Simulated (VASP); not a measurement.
Wanted: the native input for a VASP 6.6.1 run.

* Task: single point
* Functional: r2SCAN
* Potentials or basis: VASP PAW PBE potentials, release 64 (Ti_sv, B)
* Cutoff: 520 eV
* k mesh: 14 × 14 × 11
* Occupations: fermi-dirac, width 0.05 eV
* Spin: no spin polarisation
* Dipole correction: no
* Further INCAR settings: ALGO = Normal; EDIFF = 1e-06; NBANDS = 16

TiB2:

```
Ti B
1.0
     3.02507    0.00000    0.00000
    -1.51253    2.61978    0.00000
     0.00000    0.00000    3.22170
Ti B
1 2
Direct
  0.00000 0.00000 0.00000
  0.33333 0.66667 0.50000
  0.66667 0.33333 0.50000
```

The input as run:

POSCAR

```
TiB2
1.0
    3.0250666325      0.0000000000      0.0000000000
   -1.5125333162      2.6197845519      0.0000000000
    0.0000000000      0.0000000000      3.2217014367
Ti B
1 2
Direct
    0.0000000000      0.0000000000      0.0000000000
    0.3333333333      0.6666666667      0.5000000000
    0.6666666667      0.3333333333      0.5000000000
```

INCAR.step1

```
SYSTEM = TiB2
PREC     = Accurate       ! precision mode
ENCUT    = 520            ! plane-wave cutoff, eV
ISMEAR   = -1             ! smearing method
SIGMA    = 0.05           ! smearing width, eV
LREAL    = .False.        ! projectors in reciprocal space
LASPH    = .True.         ! aspherical terms in the spheres
NELM     = 60             ! most SCF steps
NBANDS   = 16             ! bands
GGA      = PE             ! functional
ALGO     = Normal         ! electronic algorithm
EDIFF    = 1E-4           ! SCF threshold, eV
LWAVE    = .True.         ! write WAVECAR
LCHARG   = .False.        ! write CHGCAR
```

INCAR.step2

```
SYSTEM = TiB2
PREC     = Accurate       ! precision mode
ENCUT    = 520            ! plane-wave cutoff, eV
EDIFF    = 1E-6           ! SCF threshold, eV
ISMEAR   = -1             ! smearing method
SIGMA    = 0.05           ! smearing width, eV
LREAL    = .False.        ! projectors in reciprocal space
LASPH    = .True.         ! aspherical terms in the spheres
NELM     = 60             ! most SCF steps
ALGO     = Normal         ! electronic algorithm
ISIF     = 2              ! what is computed and relaxed
LWAVE    = .False.        ! write WAVECAR
LCHARG   = .True.         ! write CHGCAR
METAGGA  = R2SCAN         ! meta-GGA
LMIXTAU  = .True.       
LELF     = .True.         ! ELF
LVHAR    = .True.       
NBANDS   = 16             ! bands
ISTART   = 1
```

KPOINTS

```
regular mesh
0
Gamma
  14 14 11
  0 0 0
```

Potentials or basis: VASP PAW PBE potentials, release 64 (Ti_sv, B).

Command:

```console
$ cat potpaw_PBE.64/Ti_sv/POTCAR potpaw_PBE.64/B/POTCAR > POTCAR
$ cp INCAR.step1 INCAR
$ mpirun -np 1 vasp_std > vasp.out
$ cp INCAR.step2 INCAR
$ mpirun -np 1 vasp_std > vasp.out
```

Results of the run:

```
Pressure               : 0.8 GPa
Band gap on the k mesh : zero (bands 9 and 10 overlap by 0.68 eV)
```

Caveat: the PAW data sets were made with another functional, which shifts forces and pressure a little.

Run time: 65 s on 1 thread of Intel(R) Xeon(R) 6975P-C (Granite Rapids), on a shared host, peak memory 0.18 GiB.
